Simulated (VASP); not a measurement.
The system is TaTi3.

```
Ti Ta
1.0
     4.13305    0.00000    0.00000
     0.00000    4.13305    0.00000
     0.00000    0.00000    4.13305
Ti Ta
3 1
Direct
  0.00000 0.50000 0.50000
  0.50000 0.00000 0.50000
  0.50000 0.50000 0.00000
  0.00000 0.00000 0.00000
```

Base run:

```yaml
Program: VASP 6.6.1
Functional: r2SCAN
Potentials_or_basis: VASP PAW PBE potentials, release 64 (Ti_sv, Ta_pv)
Cutoff: 520 eV
k_mesh: 5 × 5 × 5
Occupations: methfessel-paxton, width 0.15 eV
Spin: no spin polarisation
```

Its results: pressure -0.4 GPa.

The run is repeated on the same cell with these changes: k mesh from 5 × 5 × 5 to 3 × 3 × 3. What comes out?

Pressure -0.9 GPa.

Caveats: some runs use coarse meshes; the PAW data sets were made with another functional, which shifts forces and pressure a little.
